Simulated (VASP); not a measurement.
# Be2S5 (P3m1) in VASP: a series of runs

Runs on Be2S5. Level: PBE. Tasks: single point.

Program: VASP 6.6.1. These are calculated values, not measurements. Logs are shortened: lines on timing, memory, paths and dates and some standing lists are left out, and cuts for length are marked.

### 1 The cell of the first run

It takes space group P3m1 (No. 156, trigonal). The conventional cell has a = 6.942 Å, b = 6.942 Å, c = 8.206 Å, α = 90.00°, β = 90.00°, γ = 120.00°. Within 2.6 Å of Be (site symmetry 3m) lie 3 S at 2.00 Å. Be (site symmetry m) has 3 S at 2.01 Å within 2.7 Å. S (site symmetry m) has 3 Be at 2.00 to 2.01 Å within 2.6 Å. Within 2.7 Å of S (site symmetry 3m) lie 3 Be at 2.01 Å. Within 2.7 Å of S (site symmetry m) lie 2 S at 2.08 Å. S (site symmetry m) has 2 S at 2.08 Å within 2.7 Å.

### 2 Single point, PBE

The input, INCAR:

```
  ALGO = Normal
  EDIFF = 1E-7
  ENCUT = 520
  GGA = PE
  ISIF = 2
  ISMEAR = 0
  LASPH = T
  LCHARG = T
  LELF = T
  LREAL = F
  LVHAR = T
  LWAVE = F
  NBANDS = 47
  NELM = 100
  PREC = Accurate
  SIGMA = 0.2
```

The input, KPOINTS:

```
k-points
0
Gamma
  3 3 3
```

The input, POSCAR:

```
Be2S5
1.0
    6.9417671080      0.0000000000      0.0000000000
   -3.4708835540      6.0117466627      0.0000000000
    0.0000000000      0.0000000000      8.2056398335
Be S
4 10
Direct
    0.0000000000      0.0000000000     -0.0039852418
    0.4994854362      0.5005145638     -0.0121987397
    0.0010291276      0.5005145638     -0.0121987397
    0.4994854362     -0.0010291276     -0.0121987397
    0.1662948218      0.8337051782      0.0016200392
    0.1662948218      0.3325896435      0.0016200392
    0.6674103565      0.8337051782      0.0016200392
    0.6666666667      0.3333333333     -0.0104915357
    0.4895498209      0.5104501791      0.5916559788
    0.1772946108      0.3545892217      0.4837483142
    0.0209003582      0.5104501791      0.5916559788
    0.4895498209      0.9790996418      0.5916559788
    0.1772946108      0.8227053892      0.4837483142
    0.6454107783      0.8227053892      0.4837483142
```

Potentials or basis: VASP PAW PBE potentials, release 64 (Be, S).

Run with:

```bash
> cat potpaw_PBE.64/Be/POTCAR potpaw_PBE.64/S/POTCAR > POTCAR
> mpirun -np 1 vasp_std > vasp.out
```

OUTCAR:

```text
EDIFF = 1E-7
   ENCUT = 520
   GGA = PE
   ISIF = 2
   ISMEAR = 0
   LASPH = T
   LREAL = F
   NELM = 100
   PREC = Accurate

 ion  position               nearest neighbor table
   1  0.000  0.000  0.996-   7 2.00   6 2.00   5 2.00
   2  0.499  0.501  0.988-   6 2.01   7 2.01   8 2.01
   3  0.001  0.501  0.988-   5 2.01   6 2.01   8 2.01
   4  0.499  0.999  0.988-   5 2.01   7 2.01   8 2.01
   5  0.166  0.834  0.002-   1 2.00   4 2.01   3 2.01
   6  0.166  0.333  0.002-   1 2.00   2 2.01   3 2.01
   7  0.667  0.834  0.002-   1 2.00   2 2.01   4 2.01
   8  0.667  0.333  0.990-   3 2.01   4 2.01   2 2.01
   9  0.490  0.510  0.592-  10 2.08  14 2.08
  10  0.177  0.355  0.484-  11 2.08   9 2.08
  11  0.021  0.510  0.592-  10 2.08  13 2.08
  12  0.490  0.979  0.592-  14 2.08  13 2.08
  13  0.177  0.823  0.484-  12 2.08  11 2.08
  14  0.645  0.823  0.484-  12 2.08   9 2.08

  LATTYP: Found a hexagonal cell.
 ALAT       =     6.9417671080
 C/A-ratio  =     1.1820678663

  Lattice vectors:

 A1 = (   6.9417671080,   0.0000000000,   0.0000000000)
 A2 = (  -3.4708835540,   6.0117466627,   0.0000000000)
 A3 = (   0.0000000000,   0.0000000000,   8.2056398335)

Analysis of symmetry for initial positions (statically):
=====================================================================
 Subroutine PRICEL returns:
 Original cell was already a primitive cell.

 Routine SETGRP: Setting up the symmetry group for a
 hexagonal supercell.

 Subroutine GETGRP returns: Found  6 space group operations
 (whereof  6 operations were pure point group operations)
 out of a pool of 24 trial point group operations.

The static configuration has the point symmetry C_3v.

Analysis of symmetry for dynamics (positions and initial velocities):
=====================================================================
 Subroutine PRICEL returns:
 Original cell was already a primitive cell.

 Routine SETGRP: Setting up the symmetry group for a
 hexagonal supercell.

 Subroutine GETGRP returns: Found  6 space group operations
 (whereof  6 operations were pure point group operations)
 out of a pool of 24 trial point group operations.

The dynamic configuration has the point symmetry C_3v.

 Subroutine INISYM returns: Found  6 space group operations
 (whereof  6 operations are pure point group operations),
 and found     1 'primitive' translations

----------------------------------------------------------------------------------------

                                     Primitive cell

  volume of cell :     342.4390

  direct lattice vectors                    reciprocal lattice vectors
     6.941767108  0.000000000  0.000000000     0.144055539  0.083170504  0.000000000
    -3.470883554  6.011746663  0.000000000     0.000000000  0.166341008  0.000000000
     0.000000000  0.000000000  8.205639833     0.000000000  0.000000000  0.121867401

  length of vectors
     6.941767108  6.941767108  8.205639833     0.166341008  0.166341008  0.121867401

  position of ions in fractional coordinates (direct lattice)
     0.000000000  0.000000000  0.996014758
     0.499485436  0.500514564  0.987801260
     0.001029128  0.500514564  0.987801260
     0.499485436  0.998970872  0.987801260
     0.166294822  0.833705178  0.001620039
     0.166294822  0.332589644  0.001620039
     0.667410356  0.833705178  0.001620039
     0.666666667  0.333333333  0.989508464
     0.489549821  0.510450179  0.591655979
     0.177294611  0.354589222  0.483748314
     0.020900358  0.510450179  0.591655979
     0.489549821  0.979099642  0.591655979
     0.177294611  0.822705389  0.483748314
     0.645410778  0.822705389  0.483748314

  ion indices of the primitive-cell ions
   primitive index   ion index
                 1           1
                 2           2
                 3           3
                 4           4
                 5           5
                 6           6
                 7           7
                 8           8
                 9           9
                10          10
                11          11
                12          12
                13          13
                14          14

----------------------------------------------------------------------------------------

 KPOINTS: k-points

Automatic generation of k-mesh.
 Grid dimensions read from file:
 generate k-points for:    3    3    3

 Generating k-lattice:

  Cartesian coordinates                     Fractional coordinates (reciprocal lattice)
     0.048018513  0.027723501  0.000000000     0.333333333  0.000000000  0.000000000
     0.000000000  0.055447003  0.000000000     0.000000000  0.333333333  0.000000000
     0.000000000  0.000000000  0.040622467     0.000000000  0.000000000  0.333333333

  Length of vectors
     0.055447003  0.055447003  0.040622467

  Shift w.r.t. Gamma in fractional coordinates (k-lattice)
     0.000000000  0.000000000  0.000000000

 Subroutine IBZKPT returns following result:
 ===========================================

 Found      7 irreducible k-points:

 Following reciprocal coordinates:
            Coordinates               Weight
  0.000000  0.000000  0.000000      1.000000
  0.333333 -0.000000  0.000000      6.000000
  0.333333  0.333333  0.000000      2.000000
  0.000000  0.000000  0.333333      2.000000
  0.333333 -0.000000  0.333333      6.000000
  0.000000  0.333333  0.333333      6.000000
  0.333333  0.333333  0.333333      4.000000
   k-points           NKPTS =      7   k-points in BZ     NKDIM =      7   number of bands    NBANDS=     47
   number of dos      NEDOS =    301   number of ions     NIONS =     14
   total plane-waves  NPLWV = 186624
   dimension x,y,z NGX =    54 NGY =   54 NGZ =   64
   dimension x,y,z NGXF=   108 NGYF=  108 NGZF=  128
   ions per type =               4  10
   NGX,Y,Z   is equivalent  to a cutoff of  12.93, 12.93, 12.97 a.u.
   NGXF,Y,Z  is equivalent  to a cutoff of  25.86, 25.86, 25.93 a.u.
 SYSTEM =  unknown system
   PREC   = accura    normal or accurate (medium, high low for compatibility)
   ISTART =      0    job   : 0-new  1-cont  2-samecut
   ICHARG =      2    charge: 1-file 2-atom 10-const
   ISPIN  =      1    spin polarized calculation?
   LNONCOLLINEAR =      F non collinear calculations
   LSORBIT =      F    spin-orbit coupling
   LASPH  =      T    aspherical Exc in radial PAW
   ENCUT  =  520.0 eV  38.22 Ry    6.18 a.u.  12.91 12.91 15.26*2*pi/ulx,y,z
   NELM   =    100;   NELMIN=  2; NELMDL= -5     # of ELM steps
   EDIFF  = 0.1E-06   stopping-criterion for ELM
   LREAL  =      F    real-space projection
   EDIFFG = 0.1E-05   stopping-criterion for IOM
   NSW    =      0    number of steps for IOM
   IBRION =     -1    ionic relax: 0-MD 1-quasi-New 2-CG
   NFREE  =      0    steps in history (QN), initial steepest desc. (CG)
   ISIF   =      2    stress and relaxation
   ISYM   =      2    0-nonsym 1-usesym 2-fastsym
   POTIM  = 0.5000    time-step for ionic-motion
   TEBEG  =    0.0;   TEEND  =   0.0 temperature during run
   PSTRESS=    0.0 pullay stress
   NELECT =      68.0000    total number of electrons
   NUPDOWN=      -1.0000    fix difference up-down
   EMIN   =  10.00;   EMAX   =-10.00  energy-range for DOS
   EFERMI =   0.00;   METHOD = LEGACY
   ISMEAR =     0;   SIGMA  =   0.20  broadening in eV -4-tet -1-fermi 0-gaus
   EFERMI_NEDOS =   21; number of points for ismear=-14 and -15
   IALGO  =     38    algorithm
   IMIX   =      4    mixing-type and parameters
     AMIX     =   0.40;   BMIX     =  1.00
     AMIX_MAG =   1.60;   BMIX_MAG =  1.00
  volume/ion in A,a.u.               =      24.46       165.06
  Fermi-wavevector in a.u.,A,eV,Ry     =   0.955103  1.804882 12.411523  0.912221
  Thomas-Fermi vector in A             =   2.083910
   LORBIT       =      0    0 simple, 1 ext, 2 COOP (PROOUT), +10 PAW based schemes
   GGA     = PE    functional components
   LHFCALC =     F    Hartree Fock is set to
   AEXX    =    0.0000 exact exchange contribution
   IVDW    =     0    specifies the selected vdW correction
   LEPSILON=     F    determine dielectric tensor
   LRPA    =     F    only Hartree local field effects (RPA)
 non-spin polarized calculation
 Gauss-broadening in eV      SIGMA  =   0.20
  energy-cutoff  :      520.00
  volume of cell :      342.44
 maximum number of plane-waves:      9243
 NGX is ok and might be reduce to    54
   NGX = 25   NGY = 25   NGZ = 31

 number of electron      67.9999994 magnetization

 Free energy of the ion-electron system (eV)
  ---------------------------------------------------
  ext. energy  EPLUGINS =         0.00000000
  ---------------------------------------------------
  free energy    TOTEN  =       -62.63171213 eV

  energy without entropy =      -62.63171213  energy(sigma->0) =      -62.63171213

 E-fermi :   1.8432     XC(G=0):  -7.6696

 val. band max:        0.9628114541   @ k =   0.3333   0.3333   0.3333
 cond. band min:       2.9485002247   @ k =   0.0000   0.0000   0.3333
 fundamental gap:      1.9856887707
 Fermi energy:         1.8432163272

 k-point     1 :       0.0000    0.0000    0.0000
  band No.  band energies     occupation
      1     -15.3798      2.00000
      2     -13.6560      2.00000
      3     -13.6560      2.00000
      4     -11.5595      2.00000
      5     -10.5587      2.00000
      6     -10.5410      2.00000
[... 38 lines left out ...]
     45       6.0316      0.00000
     46       6.0316      0.00000

 k-point     2 :       0.3333   -0.0000    0.0000
  band No.  band energies     occupation
      1     -15.3321      2.00000
      2     -13.7490      2.00000
      3     -13.6781      2.00000
      4     -11.3491      2.00000
      5     -10.8529      2.00000
      6     -10.5686      2.00000
[... 38 lines left out ...]
     45       6.4444      0.00000
     46       7.1406      0.00000

 k-point     3 :       0.3333    0.3333    0.0000
  band No.  band energies     occupation
      1     -15.3067      2.00000
      2     -13.7448      2.00000
      3     -13.7427      2.00000
      4     -11.0054      2.00000
      5     -10.9876      2.00000
      6     -10.9764      2.00000
[... 38 lines left out ...]
     45       7.2865      0.00000
     46       7.3372      0.00000

 k-point     4 :       0.0000    0.0000    0.3333
  band No.  band energies     occupation
      1     -15.3796      2.00000
      2     -13.6558      2.00000
      3     -13.6558      2.00000
      4     -11.5627      2.00000
      5     -10.5584      2.00000
      6     -10.5435      2.00000
[... 38 lines left out ...]
     45       6.0272      0.00000
     46       6.0272      0.00000

 k-point     5 :       0.3333   -0.0000    0.3333
  band No.  band energies     occupation
      1     -15.3319      2.00000
      2     -13.7487      2.00000
      3     -13.6778      2.00000
      4     -11.3521      2.00000
      5     -10.8566      2.00000
      6     -10.5618      2.00000
[... 38 lines left out ...]
     45       6.4575      0.00000
     46       7.2436      0.00000

 k-point     6 :       0.0000    0.3333    0.3333
  band No.  band energies     occupation
      1     -15.3319      2.00000
      2     -13.7487      2.00000
      3     -13.6778      2.00000
      4     -11.3525      2.00000
      5     -10.8543      2.00000
      6     -10.5653      2.00000
[... 38 lines left out ...]
     45       6.4337      0.00000
     46       7.3063      0.00000

 k-point     7 :       0.3333    0.3333    0.3333
  band No.  band energies     occupation
      1     -15.3065      2.00000
      2     -13.7445      2.00000
      3     -13.7423      2.00000
      4     -11.0080      2.00000
      5     -10.9899      2.00000
      6     -10.9795      2.00000
[... 38 lines left out ...]
     45       7.2483      0.00000
     46       7.3012      0.00000
 [bands above 46 left out]

------------------------ aborting loop because EDIFF is reached ----------------------------------------

  FORCE on cell =-STRESS in cart. coord.  units (eV):
  Direction    XX          YY          ZZ          XY          YZ          ZX
  --------------------------------------------------------------------------------------
  -------------------------------------------------------------------------------------
  Total       -0.4854011     -0.4854011      1.1469651      0.0000000     -0.0000000      0.0000000
  in kB       -2.2710580     -2.2710580      5.3663333      0.0000000     -0.0000000      0.0000000
  external PRESSURE =       0.2747391 kB  Pullay stress =       0.0000000 kB

 VOLUME and BASIS-vectors are now :
 -----------------------------------------------------------------------------
  energy-cutoff  :      520.00
  volume of cell :      342.44
      direct lattice vectors                 reciprocal lattice vectors
     6.941767108  0.000000000  0.000000000     0.144055539  0.083170504  0.000000000
    -3.470883554  6.011746663  0.000000000     0.000000000  0.166341008  0.000000000
     0.000000000  0.000000000  8.205639833     0.000000000  0.000000000  0.121867401

 POSITION                                       TOTAL-FORCE (eV/Angst)
 -----------------------------------------------------------------------------------
      0.00000      0.00000      8.17294        -0.000000     -0.000000     -0.006774
      1.73008      3.00897      8.10554         0.004000     -0.002309     -0.003077
     -1.73008      3.00897      8.10554        -0.004000     -0.002309     -0.003077
     -0.00000      6.00556      8.10554        -0.000000      0.004619     -0.003077
     -1.73931      5.01202      0.01329        -0.001020      0.000589      0.007317
      0.00000      1.99944      0.01329        -0.000000     -0.001178      0.007317
      1.73931      5.01202      0.01329         0.001020      0.000589      0.007317
      3.47088      2.00392      8.11955        -0.000000      0.000000      0.003963
      1.62663      3.06870      4.85492        -0.091314      0.052720     -0.090744
     -0.00000      2.13170      3.96946        -0.000000      0.107224      0.087441
     -1.62663      3.06870      4.85492         0.091314      0.052720     -0.090744
      0.00000      5.88610      4.85492         0.000000     -0.105440     -0.090744
     -1.62478      4.94590      3.96946         0.092859     -0.053612      0.087441
      1.62478      4.94590      3.96946        -0.092859     -0.053612      0.087441
 -----------------------------------------------------------------------------------
    total drift:                               -0.000000      0.000000     -0.000395

  FREE ENERGIE OF THE ION-ELECTRON SYSTEM (eV)
  ---------------------------------------------------
  free  energy   TOTEN  =       -62.6317121255 eV

  energy  without entropy=      -62.6317121254  energy(sigma->0) =      -62.63171213
```

Run time: 6.2 min. Hardware: 1 thread of Intel Xeon 8259CL, shared host; peak memory 0.47 GiB.

Results:

```
Free energy            : -62.6317 eV
Pressure               : 0.0 GPa
Largest force          : 0.139 eV/Å
Band gap on the k mesh : 1.99 eV (least direct gap 2.26 eV)
```

Forces on the atoms (eV/Å):
```
Be   0.000  0.000 -0.007
Be   0.004 -0.002 -0.003
Be  -0.004 -0.002 -0.003
Be   0.000  0.005 -0.003
S   -0.001  0.001  0.007
S    0.000 -0.001  0.007
S    0.001  0.001  0.007
S    0.000  0.000  0.004
S   -0.091  0.053 -0.091
S    0.000  0.107  0.087
S    0.091  0.053 -0.091
S    0.000 -0.105 -0.091
S    0.093 -0.054  0.087
S   -0.093 -0.054  0.087
```

Caveat: this functional lacks dispersion, which binds layers or chains, so the pressure and a relaxed spacing across them are unreliable. A k mesh can miss the band edges.

### 3 Single point, PBE

This run uses another cell than the first one, of 28.69 Å³/atom.

The input, INCAR:

```
SYSTEM = Be2S5
  ALGO = Normal
  EDIFF = 1E-7
  ENCUT = 520
  GGA = PE
  ISIF = 2
  ISMEAR = 0
  LASPH = .True.
  LCHARG = .False.
  LREAL = .False.
  LWAVE = .False.
  NBANDS = 47
  NELM = 100
  PREC = Accurate
  SIGMA = 0.1
```

The input, KPOINTS:

```
k-points
0
Gamma
  3 3 2
  0 0 0
```

The input, POSCAR:

```
Be2S5
1.0
    6.9337984709      0.0000000000      0.0000000000
   -3.4668992354      6.0048456205      0.0000000000
    0.0000000000      0.0000000000      9.6462494718
Be S
4 10
Direct
    1.0000000000      0.0000000000      0.9972370641
    0.4999138540      0.5000861460      0.9931684041
    0.0001722919      0.5000861460      0.9931684041
    0.4999138540      0.9998277081      0.9931684041
    0.1665866370      0.8334133630      0.0005237923
    0.1665866370      0.3331732741      0.0005237923
    0.6668267259      0.8334133630      0.0005237923
    0.6666666667      0.3333333333      0.9808399597
    0.4894017239      0.5105982761      0.5829810804
    0.1772687600      0.3545375200      0.4906343820
    0.0211965522      0.5105982761      0.5829810804
    0.4894017239      0.9788034478      0.5829810804
    0.1772687600      0.8227312400      0.4906343820
    0.6454624800      0.8227312400      0.4906343820
```

Potentials or basis: VASP PAW PBE potentials, release 64 (Be, S).

Run with:

```bash
> cat potpaw_PBE.64/Be/POTCAR potpaw_PBE.64/S/POTCAR > POTCAR
> mpirun -np 1 vasp_std > vasp.out
```

Run time: 5.2 min. Hardware: 1 thread of Intel Xeon 8259CL, shared host; peak memory 0.51 GiB.

The run converged. Its results:

```yaml
Free_energy: -62.7207 eV
Pressure: -0.2 GPa
Largest_force: 0.143 eV/Å
Band_gap_on_the_k_mesh: 2.26 eV (least direct gap 2.49 eV)
```

Forces in eV/Å, atoms in the order of the input:
```
Be   0.000  0.000  0.000
Be   0.000  0.000  0.000
Be   0.000  0.000  0.000
Be   0.000  0.000  0.000
S    0.000  0.000  0.001
S    0.000  0.000  0.001
S    0.000  0.000  0.001
S    0.000  0.000 -0.003
S   -0.095  0.055 -0.089
S    0.000  0.111  0.089
S    0.095  0.055 -0.089
S    0.000 -0.110 -0.089
S    0.096 -0.056  0.089
S   -0.096 -0.056  0.089
```

Stress tensor (GPa, compression positive):
```
-0.23  0.00  0.00
 0.00 -0.23  0.00
 0.00  0.00 -0.13
```

Levels at points of the mesh, in eV from the valence-band top:
| k point | band 31 | band 32 | band 33 | band 34 | band 35 | band 36 | band 37 | band 38 |
| --- | --- | --- | --- | --- | --- | --- | --- | --- |
| (0.00, 0.00, 0.00) | -0.55 | -0.27 | -0.22 | -0.22 | 2.27 | 2.27 | 2.94 | 4.03 |
| (0.00, 0.00, 0.50) | -0.51 | -0.23 | -0.23 | -0.23 | 2.26 | 2.26 | 2.90 | 3.95 |

Caveat: this functional lacks dispersion, which binds layers or chains, so the pressure and a relaxed spacing across them are unreliable. A k mesh can miss the band edges.
